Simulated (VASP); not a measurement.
# LiH in VASP: single point with r2SCAN

Aim: the single point of LiH with r2SCAN.

Everything below comes from runs of VASP 6.6.1. Logs are shortened: lines on timing, memory, paths and dates and some standing lists are left out, and cuts for length are marked.

## (1) The cell of the first run

The cell holds a sheet with vacuum, 2 atoms: a = 2.691 Å, b = 2.691 Å, c = 23.800 Å, α = 90.00°, β = 90.00°, γ = 90.00°.

## (2) Single point, r2SCAN

Contents of POSCAR:

```
LiH
1.0
    2.6905426333      0.0000000000      0.0000000000
    0.0000000000      2.6905426333      0.0000000000
    0.0000000000      0.0000000000     23.8000000000
Li H
1 1
Direct
    0.5000000000      0.5000000000      0.2941176471
    0.0000000000      0.0000000000      0.2941176471
```

Contents of INCAR.step1:

```
  ALGO = Normal
  DIPOL = 0.5 0.5 0.294
  EDIFF = 1E-5
  ENCUT = 720
  GGA = PE
  GGA_COMPAT = False
  IDIPOL = 3
  ISMEAR = 0
  LASPH = True
  LCHARG = False
  LDIPOL = True
  LREAL = False
  LWAVE = True
  NBANDS = 9
  NELM = 120
  NELMDL = -8
  PREC = Accurate
  SIGMA = 0.02
```

Contents of INCAR.step2:

```
  ALGO = Normal
  DIPOL = 0.5 0.5 0.294
  EDIFF = 1E-6
  ENCUT = 720
  GGA_COMPAT = False
  IDIPOL = 3
  ISIF = 2
  ISMEAR = 0
  ISTART = 1
  LASPH = True
  LCHARG = False
  LDIPOL = True
  LMIXTAU = True
  LREAL = False
  LWAVE = False
  METAGGA = R2SCAN
  NBANDS = 9
  NELM = 120
  PREC = Accurate
  SIGMA = 0.02
```

Contents of KPOINTS:

```
k-points
0
Gamma
  10 10 1
```

Potentials or basis: VASP PAW PBE potentials, release 64 (Li_sv, H).

Launch:

```bash
$ cat potpaw_PBE.64/Li_sv/POTCAR potpaw_PBE.64/H/POTCAR > POTCAR
$ cp INCAR.step1 INCAR
$ mpirun -np 1 vasp_std > vasp.out
$ cp INCAR.step2 INCAR
$ mpirun -np 1 vasp_std > vasp.out
```

OUTCAR:

```text
EDIFF = 1E-6
   ENCUT = 720
   ISIF = 2
   ISMEAR = 0
   ISTART = 1
   LASPH = True
   LREAL = False
   METAGGA = R2SCAN
   NELM = 120
   PREC = Accurate

 ion  position               nearest neighbor table
   1  0.500  0.500  0.294-
   2  0.000  0.000  0.294-

  LATTYP: Found a simple tetragonal cell.
 ALAT       =     2.6905426333
 C/A-ratio  =     8.8457992471

  Lattice vectors:

 A1 = (   2.6905426333,   0.0000000000,   0.0000000000)
 A2 = (   0.0000000000,   2.6905426333,   0.0000000000)
 A3 = (   0.0000000000,   0.0000000000,  23.8000000000)

Analysis of symmetry for initial positions (statically):
=====================================================================
 Subroutine PRICEL returns:
 Original cell was already a primitive cell.

 Routine SETGRP: Setting up the symmetry group for a
 simple tetragonal supercell.

 Subroutine GETGRP returns: Found 16 space group operations
 (whereof  8 operations were pure point group operations)
 out of a pool of 16 trial point group operations.

The static configuration has the point symmetry C_4v.
 The point group associated with its full space group is D_4h.

Analysis of symmetry for dynamics (positions and initial velocities):
=====================================================================
 Subroutine PRICEL returns:
 Original cell was already a primitive cell.

 Routine SETGRP: Setting up the symmetry group for a
 simple tetragonal supercell.

 Subroutine GETGRP returns: Found 16 space group operations
 (whereof  8 operations were pure point group operations)
 out of a pool of 16 trial point group operations.

The dynamic configuration has the point symmetry C_4v.
 The point group associated with its full space group is D_4h.

 Subroutine INISYM returns: Found 16 space group operations
 (whereof  8 operations are pure point group operations),
 and found     1 'primitive' translations

----------------------------------------------------------------------------------------

                                     Primitive cell

  volume of cell :     172.2887

  direct lattice vectors                    reciprocal lattice vectors
     2.690542633  0.000000000  0.000000000     0.371672237  0.000000000  0.000000000
     0.000000000  2.690542633  0.000000000     0.000000000  0.371672237  0.000000000
     0.000000000  0.000000000 23.800000000     0.000000000  0.000000000  0.042016807

  length of vectors
     2.690542633  2.690542633 23.800000000     0.371672237  0.371672237  0.042016807

  position of ions in fractional coordinates (direct lattice)
[... 89 lines left out ...]
   EFERMI =   0.00;   METHOD = LEGACY
   ISMEAR =     0;   SIGMA  =   0.02  broadening in eV -4-tet -1-fermi 0-gaus
   EFERMI_NEDOS =   21; number of points for ismear=-14 and -15
   IALGO  =     38    algorithm
   IMIX   =      4    mixing-type and parameters
     AMIX     =   0.40;   BMIX     =  1.00
     AMIX_MAG =   1.60;   BMIX_MAG =  1.00
  volume/ion in A,a.u.               =      86.14       581.33
  Fermi-wavevector in a.u.,A,eV,Ry     =   0.467028  0.882554  2.967632  0.218115
  Thomas-Fermi vector in A             =   1.457220
   LORBIT       =      0    0 simple, 1 ext, 2 COOP (PROOUT), +10 PAW based schemes
   METAGGA = R2SCAN    functional components
   LHFCALC =     F    Hartree Fock is set to
   AEXX    =    0.0000 exact exchange contribution
   IVDW    =     0    specifies the selected vdW correction
   LEPSILON=     F    determine dielectric tensor
   LRPA    =     F    only Hartree local field effects (RPA)
 non-spin polarized calculation
 Gauss-broadening in eV      SIGMA  =   0.02
  energy-cutoff  :      720.00
  volume of cell :      172.29
 maximum number of plane-waves:      7632
 NGX is ok and might be reduce to    24
   NGX = 11   NGY = 11   NGZ =105

 dipolmoment           0.000000      0.000000     -0.000001 electrons x Angstroem

 number of electron       3.9999999 magnetization

 dipolmoment           0.000000      0.000000      0.000000 electrons x Angstroem

 Free energy of the ion-electron system (eV)
  ---------------------------------------------------
  ext. energy  EPLUGINS =         0.00000000
  ---------------------------------------------------
  free energy    TOTEN  =        -6.41242183 eV

  energy without entropy =       -6.41242183  energy(sigma->0) =       -6.41242183

 E-fermi :  -2.9194     XC(G=0):  -1.2028

 val. band max:       -3.0013605591   @ k =   0.5000   0.5000   0.0000
 cond. band min:      -1.3714592462   @ k =   0.0000   0.0000   0.0000
 fundamental gap:      1.6299013129
 Fermi energy:        -2.9193961622

 k-point     1 :       0.0000    0.0000    0.0000
  band No.  band energies     occupation
      1     -49.9754      2.00000
      2      -7.4134      2.00000
      3      -1.3715      0.00000
      4       0.3761      0.00000
      5       0.7407      0.00000
      6       0.7877      0.00000
      7       1.8398      0.00000
      8       1.8598      0.00000
      9       3.5388      0.00000
[... 229 lines left out ...]
 k-point    21 :       0.5000    0.5000    0.0000
  band No.  band energies     occupation
      1     -49.9254      2.00000
      2      -3.0014      2.00000
      3       2.6229      0.00000
      4       2.6229      0.00000
      5       8.4054      0.00000
      6       9.3244      0.00000
      7       9.4100      0.00000
      8       9.8226      0.00000
      9       9.8226      0.00000

------------------------ aborting loop because EDIFF is reached ----------------------------------------

 vacuum level on the upper side and lower side of the slab       (xc-potential included)         0.001         0.001

  FORCE on cell =-STRESS in cart. coord.  units (eV):
  Direction    XX          YY          ZZ          XY          YZ          ZX
  --------------------------------------------------------------------------------------
  -------------------------------------------------------------------------------------
  Total        0.0031081      0.0031081     -0.0204865      0.0000000      0.0000000      0.0000000
  in kB        0.0289036      0.0289036     -0.1905121      0.0000000      0.0000000      0.0000000
  external PRESSURE =      -0.0442350 kB  Pullay stress =       0.0000000 kB

 VOLUME and BASIS-vectors are now :
 -----------------------------------------------------------------------------
  energy-cutoff  :      720.00
  volume of cell :      172.29
      direct lattice vectors                 reciprocal lattice vectors
     2.690542633  0.000000000  0.000000000     0.371672237  0.000000000  0.000000000
     0.000000000  2.690542633  0.000000000     0.000000000  0.371672237  0.000000000
     0.000000000  0.000000000 23.800000000     0.000000000  0.000000000  0.042016807

 POSITION                                       TOTAL-FORCE (eV/Angst)
 -----------------------------------------------------------------------------------
      1.34527      1.34527      7.00000         0.000000      0.000000     -0.000000
      0.00000      0.00000      7.00000        -0.000000      0.000000      0.000000
 -----------------------------------------------------------------------------------
    total drift:                                0.000000      0.000000     -0.000001

  FREE ENERGIE OF THE ION-ELECTRON SYSTEM (eV)
  ---------------------------------------------------
  free  energy   TOTEN  =        -6.4124218268 eV

  energy  without entropy=       -6.4124218268  energy(sigma->0) =       -6.41242183

 vacuum level on the upper side and lower side of the slab         0.400         0.399
```

OUTCAR.step1:

```text
EDIFF = 1E-5
   ENCUT = 720
   GGA = PE
   ISMEAR = 0
   LASPH = True
   LREAL = False
   NELM = 120
   NELMDL = -8
   PREC = Accurate

[... 474 lines left out ...]
      0.00000      0.00000      7.00000         0.000000      0.000000      0.000000
 -----------------------------------------------------------------------------------
    total drift:                                0.000000      0.000000      0.000007

  FREE ENERGIE OF THE ION-ELECTRON SYSTEM (eV)
  ---------------------------------------------------
  free  energy   TOTEN  =        -5.7734999378 eV

  energy  without entropy=       -5.7734999378  energy(sigma->0) =       -5.77349994

 vacuum level on the upper side and lower side of the slab         0.400         0.400
```

OSZICAR.step1:

```text
N       E                     dE             d eps       ncg     rms          rms(c)
DAV:   1     0.110078730558E+02    0.11008E+02   -0.24126E+03   378   0.383E+02
DAV:   2    -0.326393178481E+01   -0.14272E+02   -0.12363E+02   436   0.624E+01
DAV:   3    -0.646101090974E+01   -0.31971E+01   -0.31959E+01   668   0.248E+01
[... 13 lines left out ...]
DAV:  17    -0.577328277108E+01   -0.23746E-03   -0.76682E-05   457   0.230E-02    0.478E-03
DAV:  18    -0.577346230297E+01   -0.17953E-03   -0.12857E-05   477   0.106E-02    0.172E-03
DAV:  19    -0.577348397809E+01   -0.21675E-04   -0.56177E-07   483   0.217E-03    0.113E-03
DAV:  20    -0.577349782485E+01   -0.13847E-04   -0.34802E-07   466   0.181E-03    0.226E-04
DAV:  21    -0.577349993776E+01   -0.21129E-05   -0.37215E-08   504   0.598E-04
   1 F= -.57734999E+01 E0= -.57734999E+01  d E =-.212374E-13
```

It took 2.2 min on 1 thread of Intel Xeon 6975P-C (Granite Rapids), shared host; peak memory 0.39 GiB.

What came out:

- Free energy: -6.4124 eV
- Band gap on the k mesh: 1.63 eV, indirect (least direct gap 5.62 eV)

Levels at points of the mesh, in eV from the valence-band top:
| k point | band 1 | band 2 | band 3 | band 4 | band 5 |
| --- | --- | --- | --- | --- | --- |
| (0.00, 0.00, 0.00) | -46.97 | -4.41 | 1.63 | 3.38 | 3.74 |
| (0.50, 0.00, 0.00) | -46.95 | -3.05 | 5.27 | 6.83 | 7.18 |
| (0.50, 0.50, 0.00) | -46.92 | 0.00 | 5.62 | 5.62 | 11.41 |

Caveat: the PAW data sets were made with another functional, which shifts forces and pressure a little.
